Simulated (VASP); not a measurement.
Input of a VASP 6.6.1 run:

Contents of INCAR:

```
SYSTEM = Si62B
ALGO = Normal
EDIFF = 1E-6
ENCUT = 520
GGA = PE
ISIF = 2
ISMEAR = 0
LASPH = .TRUE.
LCHARG = .FALSE.
LREAL = Auto
LWAVE = .FALSE.
NBANDS = 162
NELECT = 252.0
NELM = 60
PREC = Accurate
SIGMA = 0.02
```

File KPOINTS:

```
k-points
0
G
  1 1 1
  0 0 0
```

File POSCAR:

```
Si62B
1.0
   10.8600000000      0.0000000000      0.0000000000
    0.0000000000     10.8600000000      0.0000000000
    0.0000000000      0.0000000000     10.8600000000
Si B
62 1
Direct
    0.5013617864     -0.0029590239     -0.0034443831
    0.6257688766      0.1251981584      0.1177184162
    0.7528764273      0.2521007366     -0.0042488950
    0.8740474217      0.3771773481      0.1238609576
    0.7543243094      0.0040151013      0.2466751381
    0.8812398711      0.1305174954      0.3696485267
   -0.0031953959     -0.0078883978     -0.0028570902
    0.1240030387      0.1208454880      0.1228672192
    0.2654260589      0.2463309392      0.0175333333
    0.5898690608      0.6050408840      0.1212740331
    0.7336116022      0.7290046041      0.0022220994
    0.8643660221      0.8657156538      0.1198813996
    0.2434522099     -0.0022150092      0.2549867403
    0.3753615101      0.1178231123      0.3776492634
    0.4889040516      0.2383354512      0.2390451197
    0.6112915285      0.3673404236      0.3668506446
    0.7365149171      0.4948517495      0.2460078269
    0.8699243094      0.6151061694      0.3738411602
    0.5028024862     -0.0090013812      0.5048125230
    0.6249999079      0.1220842541      0.6250545120
    0.7483608656      0.2467131676      0.4959975138
    0.8872596685      0.3717789134      0.6122641805
    0.7476875691     -0.0051986188      0.7521965930
    0.8766062615      0.1212868324      0.8735086556
    0.0017092081      0.5005974217      0.0012062615
    0.1196668508      0.6371494475      0.1226110497
    0.2470340700      0.7593760589      0.0014670350
    0.3725510129      0.8811217311      0.1265349908
    0.0086314917      0.2580546041      0.2466395028
    0.1563395028      0.3869202578      0.3459534070
    0.2830334254      0.5325996317      0.2162390424
    0.3762180479      0.6376598527      0.3792127072
    0.4983168508      0.7588653775      0.2514286372
    0.6327810313      0.8771160221      0.3731941989
   -0.0003142726      0.0028906077      0.4999360037
    0.1299448435      0.1301260589      0.6189319521
    0.2546075506      0.2574503683      0.4935531308
    0.3765788214      0.3778737569      0.6274647330
    0.4974139042      0.5003722836      0.4976875691
    0.6256941989      0.6191763352      0.6257946593
    0.7508374770      0.7468135359      0.5012487109
    0.8753163904      0.8752305709      0.6237015654
    0.2543226519      0.0068434622      0.7474372007
    0.3806839779      0.1297172192      0.8765887661
    0.5058485267      0.2549717311      0.7507275322
    0.6365901473      0.3786183241      0.8676590239
    0.7613306630      0.4938868324      0.7398223757
    0.8746339779      0.6212000000      0.8735197053
   -0.0114157459      0.7485125230      0.2525085635
    0.1192474217      0.8699120626      0.3783511971
    0.0154208103      0.4914003683      0.4835303867
    0.1239637201      0.6159260589      0.6282594843
    0.2454035912      0.7492969613      0.5098205341
    0.3775592081      0.8663690608      0.6352984346
    0.0050667587      0.2477853591      0.7515874770
    0.1329153775      0.3674318600      0.8889058011
    0.2505848066      0.4952593002      0.7616538674
    0.3736999079      0.6076959484      0.9065037753
    0.4958341621      0.7293897790      0.7640808471
    0.6228602210      0.8642278085      0.8750443831
   -0.0008230203      0.7491354512      0.7487817680
    0.1271299263      0.8790714549      0.8667773481
    0.4143448435      0.5651249540      0.0844950276
```

Potentials or basis: VASP PAW PBE potentials, release 64 (Si, B).

Command:

```sh
$ cat potpaw_PBE.64/Si/POTCAR potpaw_PBE.64/B/POTCAR > POTCAR
$ mpirun -np 1 vasp_gam > vasp.out
```

Question: Predict the largest force.

Answer: 0.640 eV/Å.

Forces in eV/Å, atoms in the order of the input:
```
Si   0.056 -0.031 -0.020
Si   0.059 -0.049  0.074
Si  -0.041  0.011  0.018
Si  -0.010  0.005  0.020
Si  -0.052  0.011 -0.010
Si  -0.009 -0.043  0.048
Si  -0.027  0.046  0.021
Si  -0.003 -0.044  0.042
Si   0.012  0.010 -0.032
Si   0.598  0.199  0.110
Si   0.043  0.123 -0.024
Si   0.032  0.026  0.038
Si  -0.011 -0.028  0.032
Si   0.040 -0.006 -0.001
Si  -0.128  0.062 -0.053
Si   0.074  0.057  0.067
Si  -0.004  0.012  0.060
Si  -0.006  0.029  0.008
Si  -0.032  0.043 -0.036
Si   0.045 -0.020  0.014
Si  -0.029  0.002 -0.009
Si  -0.049 -0.036  0.079
Si  -0.011  0.014 -0.019
Si  -0.028 -0.004 -0.022
Si  -0.013  0.014 -0.027
Si  -0.039 -0.021  0.052
Si  -0.040  0.012 -0.070
Si   0.014  0.008  0.018
Si  -0.052 -0.031  0.006
Si  -0.159 -0.103  0.087
Si  -0.045 -0.175  0.039
Si   0.004 -0.005  0.071
Si   0.030 -0.024 -0.008
Si  -0.005  0.001  0.040
Si  -0.018 -0.015  0.000
Si  -0.025 -0.033  0.024
Si   0.004 -0.029  0.007
Si  -0.009 -0.027  0.010
Si   0.037  0.024 -0.022
Si   0.011  0.027 -0.041
Si  -0.028  0.024 -0.026
Si  -0.015 -0.010  0.010
Si  -0.028 -0.024 -0.001
Si  -0.015 -0.051 -0.044
Si  -0.042  0.003  0.001
Si  -0.113  0.014  0.073
Si  -0.088  0.094  0.057
Si   0.021 -0.007 -0.005
Si   0.065 -0.031  0.019
Si   0.022  0.002  0.009
Si  -0.091  0.098  0.066
Si  -0.005  0.036  0.025
Si   0.008 -0.020 -0.061
Si   0.000  0.017 -0.030
Si  -0.054 -0.052 -0.015
Si  -0.019  0.051 -0.036
Si  -0.009  0.014  0.001
Si   0.070  0.112 -0.162
Si   0.020  0.085 -0.036
Si   0.002  0.039  0.016
Si   0.014 -0.006  0.004
Si  -0.011 -0.020  0.034
B    0.081 -0.380 -0.488
```

Caveat: the k points lie up to 0.58 Å⁻¹ apart; the cell carries a net charge on a neutralising background, which shifts energy and pressure.
